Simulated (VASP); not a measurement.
# Zr (Im-3m) in VASP: single point with PBEsol

Aim: the single point of Zr with PBEsol.

Everything below comes from runs of VASP 6.6.1. Logs are shortened: lines on timing, memory, paths and dates and some standing lists are left out, and cuts for length are marked.

### 1 The cell of the first run

It takes space group Im-3m (No. 229, cubic). The conventional cell has a = 3.582 Å, b = 3.582 Å, c = 3.582 Å, α = 90.00°, β = 90.00°, γ = 90.00°. Zr (site symmetry m-3m) has 14 Zr at 3.10 to 3.58 Å within 4.1 Å.

This isn't the form of Zr at room conditions, which is hcp.

### 2 Single point, PBEsol

Input file INCAR:

```
PREC     = Accurate       # precision mode
ENCUT    = 500            # plane-wave cutoff, eV
EDIFF    = 1E-6           # SCF threshold, eV
ISMEAR   = 0              # smearing method
SIGMA    = 0.1            # smearing width, eV
LREAL    = F              # projectors in reciprocal space
LASPH    = T              # aspherical terms in the spheres
NELM     = 120            # most SCF steps
ALGO     = Normal         # electronic algorithm
ISIF     = 2              # what is computed and relaxed
LWAVE    = F              # write WAVECAR
LCHARG   = T              # write CHGCAR
GGA      = PS             # functional
LELF     = T              # ELF
LVHAR    = T            
NBANDS   = 12             # bands
GGA_COMPAT= F
```

Input file KPOINTS:

```
regular mesh
0
Gamma
  8 8 8
```

Input file POSCAR:

```
Zr
1.0
   -1.7908472709      1.7908472709      1.7908472709
    1.7908472709     -1.7908472709      1.7908472709
    1.7908472709      1.7908472709     -1.7908472709
Zr
1
Direct
    0.0000000000      0.0000000000      0.0000000000
```

Potentials or basis: VASP PAW PBE potentials, release 64 (Zr_sv).

Command:

```bash
$ cat potpaw_PBE.64/Zr_sv/POTCAR > POTCAR
$ mpirun -np 1 vasp_std > vasp.out
```

OUTCAR:

```text
PREC = Accurate
   ENCUT = 500
   EDIFF = 1E-6
   ISMEAR = 0
   LREAL = F
   LASPH = T
   NELM = 120
   ISIF = 2
   GGA = PS

 ion  position               nearest neighbor table
   1  0.000  0.000  0.000-

  LATTYP: Found a body centered cubic cell.
 ALAT       =     3.5816945418

  Lattice vectors:

 A1 = (  -1.7908472709,   1.7908472709,   1.7908472709)
 A2 = (   1.7908472709,  -1.7908472709,   1.7908472709)
 A3 = (   1.7908472709,   1.7908472709,  -1.7908472709)

Analysis of symmetry for initial positions (statically):
=====================================================================
 Subroutine PRICEL returns:
 Original cell was already a primitive cell.

 Routine SETGRP: Setting up the symmetry group for a
 body centered cubic supercell.

 Subroutine GETGRP returns: Found 48 space group operations
 (whereof 48 operations were pure point group operations)
 out of a pool of 48 trial point group operations.

The static configuration has the point symmetry O_h .

Analysis of symmetry for dynamics (positions and initial velocities):
=====================================================================
 Subroutine PRICEL returns:
 Original cell was already a primitive cell.

 Routine SETGRP: Setting up the symmetry group for a
 body centered cubic supercell.

 Subroutine GETGRP returns: Found 48 space group operations
 (whereof 48 operations were pure point group operations)
 out of a pool of 48 trial point group operations.

The dynamic configuration has the point symmetry O_h .

 Subroutine INISYM returns: Found 48 space group operations
 (whereof 48 operations are pure point group operations),
 and found     1 'primitive' translations

----------------------------------------------------------------------------------------

                                     Primitive cell

  volume of cell :      22.9739

  direct lattice vectors                    reciprocal lattice vectors
    -1.790847271  1.790847271  1.790847271     0.000000000  0.279197455  0.279197455
     1.790847271 -1.790847271  1.790847271     0.279197455  0.000000000  0.279197455
     1.790847271  1.790847271 -1.790847271     0.279197455  0.279197455  0.000000000

  length of vectors
     3.101838462  3.101838462  3.101838462     0.394844827  0.394844827  0.394844827

  position of ions in fractional coordinates (direct lattice)
     0.000000000  0.000000000  0.000000000

  ion indices of the primitive-cell ions
   primitive index   ion index
                 1           1

----------------------------------------------------------------------------------------

 KPOINTS: regular mesh

Automatic generation of k-mesh.
 Grid dimensions read from file:
 generate k-points for:    8    8    8

 Generating k-lattice:

  Cartesian coordinates                     Fractional coordinates (reciprocal lattice)
     0.000000000  0.034899682  0.034899682     0.125000000  0.000000000  0.000000000
     0.034899682  0.000000000  0.034899682     0.000000000  0.125000000  0.000000000
     0.034899682  0.034899682  0.000000000     0.000000000  0.000000000  0.125000000

  Length of vectors
     0.049355603  0.049355603  0.049355603

  Shift w.r.t. Gamma in fractional coordinates (k-lattice)
     0.000000000  0.000000000  0.000000000

 Subroutine IBZKPT returns following result:
 ===========================================

 Found     29 irreducible k-points:

 Following reciprocal coordinates:
            Coordinates               Weight
  0.000000  0.000000  0.000000      1.000000
  0.125000  0.000000  0.000000     12.000000
  0.250000  0.000000  0.000000     12.000000
  0.375000  0.000000  0.000000     12.000000
  0.500000  0.000000  0.000000      6.000000
  0.125000  0.125000  0.000000     24.000000
[... 16 lines left out ...]
 -0.250000  0.250000  0.250000      6.000000
 -0.375000  0.375000  0.250000     24.000000
 [... further k-points ...]
   k-points           NKPTS =     29   k-points in BZ     NKDIM =     29   number of bands    NBANDS=     12
   number of dos      NEDOS =    301   number of ions     NIONS =      1
   total plane-waves  NPLWV =  13824
   dimension x,y,z NGX =    24 NGY =   24 NGZ =   24
   dimension x,y,z NGXF=    48 NGYF=   48 NGZF=   48
   ions per type =               1
   NGX,Y,Z   is equivalent  to a cutoff of  12.86, 12.86, 12.86 a.u.
   NGXF,Y,Z  is equivalent  to a cutoff of  25.73, 25.73, 25.73 a.u.
 SYSTEM =  unknown system
   PREC   = accura    normal or accurate (medium, high low for compatibility)
   ISTART =      0    job   : 0-new  1-cont  2-samecut
   ICHARG =      2    charge: 1-file 2-atom 10-const
   ISPIN  =      1    spin polarized calculation?
   LNONCOLLINEAR =      F non collinear calculations
   LSORBIT =      F    spin-orbit coupling
   LASPH  =      T    aspherical Exc in radial PAW
   ENCUT  =  500.0 eV  36.75 Ry    6.06 a.u.   5.66  5.66  5.66*2*pi/ulx,y,z
   NELM   =    120;   NELMIN=  2; NELMDL= -5     # of ELM steps
   EDIFF  = 0.1E-05   stopping-criterion for ELM
   LREAL  =      F    real-space projection
   EDIFFG = 0.1E-04   stopping-criterion for IOM
   NSW    =      0    number of steps for IOM
   IBRION =     -1    ionic relax: 0-MD 1-quasi-New 2-CG
   NFREE  =      0    steps in history (QN), initial steepest desc. (CG)
   ISIF   =      2    stress and relaxation
   ISYM   =      2    0-nonsym 1-usesym 2-fastsym
   POTIM  = 0.5000    time-step for ionic-motion
   TEBEG  =    0.0;   TEEND  =   0.0 temperature during run
   PSTRESS=    0.0 pullay stress
   NELECT =      12.0000    total number of electrons
   NUPDOWN=      -1.0000    fix difference up-down
   EMIN   =  10.00;   EMAX   =-10.00  energy-range for DOS
   EFERMI =   0.00;   METHOD = LEGACY
   ISMEAR =     0;   SIGMA  =   0.10  broadening in eV -4-tet -1-fermi 0-gaus
   EFERMI_NEDOS =   21; number of points for ismear=-14 and -15
   IALGO  =     38    algorithm
   IMIX   =      4    mixing-type and parameters
     AMIX     =   0.40;   BMIX     =  1.00
     AMIX_MAG =   1.60;   BMIX_MAG =  1.00
  volume/ion in A,a.u.               =      22.97       155.04
  Fermi-wavevector in a.u.,A,eV,Ry     =   1.318429  2.491469 23.650390  1.738255
  Thomas-Fermi vector in A             =   2.448399
   LORBIT       =      0    0 simple, 1 ext, 2 COOP (PROOUT), +10 PAW based schemes
   GGA     = PS    functional components
   LHFCALC =     F    Hartree Fock is set to
   AEXX    =    0.0000 exact exchange contribution
   IVDW    =     0    specifies the selected vdW correction
   LEPSILON=     F    determine dielectric tensor
   LRPA    =     F    only Hartree local field effects (RPA)
 non-spin polarized calculation
 Gauss-broadening in eV      SIGMA  =   0.10
  energy-cutoff  :      500.00
  volume of cell :       22.97
 maximum number of plane-waves:       603
   NGX = 11   NGY = 11   NGZ = 11

 number of electron      12.0000000 magnetization

 Free energy of the ion-electron system (eV)
  ---------------------------------------------------
  ext. energy  EPLUGINS =         0.00000000
  ---------------------------------------------------
  free energy    TOTEN  =        -8.99893084 eV

  energy without entropy =       -8.98602007  energy(sigma->0) =       -8.99247546

 E-fermi :   8.7449     XC(G=0): -11.2595

 val. band max:        8.5680694678   @ k =   0.5000   0.5000   0.1250
 cond. band min:       8.7638052329   @ k =   0.2500   0.2500   0.0000
 fundamental gap:      0.1957357651
 Fermi energy:         8.7449482782

 k-point     1 :       0.0000    0.0000    0.0000
  band No.  band energies     occupation
      1     -39.6458      2.00000
      2     -17.1585      2.00000
      3     -17.1585      2.00000
      4     -17.1585      2.00000
      5       3.3199      2.00000
      6       9.8458      0.00000
      7       9.8458      0.00000
      8       9.8458      0.00000
      9      12.3683      0.00000
     10      12.3683      0.00000
     11      21.1624      0.00000
     12      21.1624      0.00000

 k-point     2 :       0.1250    0.0000    0.0000
  band No.  band energies     occupation
      1     -39.6225      2.00000
      2     -17.3172      2.00000
      3     -17.2070      2.00000
      4     -17.1597      2.00000
      5       3.8443      2.00000
      6       9.5089      0.00000
      7       9.6905      0.00000
      8      10.3659      0.00000
      9      11.9523      0.00000
     10      12.3725      0.00000
     11      21.5611      0.00000
     12      22.1112      0.00000

 k-point     3 :       0.2500    0.0000    0.0000
  band No.  band energies     occupation
      1     -39.5658      2.00000
      2     -17.6853      2.00000
      3     -17.3220      2.00000
      4     -17.1626      2.00000
      5       5.0805      2.00000
      6       8.8176      0.30432
      7       9.1525      0.00000
      8      11.8337      0.00000
      9      11.9153      0.00000
     10      12.4964      0.00000
     11      21.2781      0.00000
     12      22.6242      0.00000
[... 286 lines left out ...]
 k-point    23 :      -0.2500    0.2500    0.2500
  band No.  band energies     occupation
      1     -39.4972      2.00000
      2     -17.7058      2.00000
      3     -17.5003      2.00000
      4     -17.5003      2.00000
      5       6.4603      2.00000
      6       8.4460      1.99998
      7      10.2150      0.00000
      8      10.2150      0.00000
      9      11.7253      0.00000
     10      13.3608      0.00000
     11      21.2799      0.00000
     12      24.5005      0.00000

 k-point    24 :      -0.3750    0.3750    0.2500
  band No.  band energies     occupation
      1     -39.4480      2.00000
      2     -17.9129      2.00000
      3     -17.6224      2.00000
      4     -17.5315      2.00000
      5       7.0152      2.00000
      6       7.6064      2.00000
      7      10.2232      0.00000
      8      10.8090      0.00000
      9      13.4150      0.00000
     10      13.8861      0.00000
     11      20.6137      0.00000
     12      22.1234      0.00000

 [... further k-points ...]
[... 5 lines left out ...]
  --------------------------------------------------------------------------------------
  -------------------------------------------------------------------------------------
  Total       -0.5400330     -0.5400330     -0.5400330     -0.0000000      0.0000000      0.0000000
  in kB      -37.6612922    -37.6612922    -37.6612922     -0.0000000      0.0000000      0.0000000
  external PRESSURE =     -37.6612922 kB  Pullay stress =       0.0000000 kB

 VOLUME and BASIS-vectors are now :
 -----------------------------------------------------------------------------
  energy-cutoff  :      500.00
  volume of cell :       22.97
      direct lattice vectors                 reciprocal lattice vectors
    -1.790847271  1.790847271  1.790847271     0.000000000  0.279197455  0.279197455
     1.790847271 -1.790847271  1.790847271     0.279197455  0.000000000  0.279197455
     1.790847271  1.790847271 -1.790847271     0.279197455  0.279197455  0.000000000

 POSITION                                       TOTAL-FORCE (eV/Angst)
 -----------------------------------------------------------------------------------
      0.00000      0.00000      0.00000         0.000000     -0.000000      0.000000
 -----------------------------------------------------------------------------------
    total drift:                                0.000000      0.000000      0.000000

  FREE ENERGIE OF THE ION-ELECTRON SYSTEM (eV)
  ---------------------------------------------------
  free  energy   TOTEN  =        -8.9989308450 eV

  energy  without entropy=       -8.9860200684  energy(sigma->0) =       -8.99247546
```

It took 5 s on 1 thread of Intel Xeon Platinum 8488C (Sapphire Rapids), shared host; peak memory 0.13 GiB.

What came out:

```
Free energy            : -8.9989 eV
Pressure               : -3.8 GPa
Band gap on the k mesh : zero (bands 6 and 7 overlap by 1.67 eV)
```

Caveat: the cell stands under tension; the PAW data sets were made with another functional, which shifts forces and pressure a little.
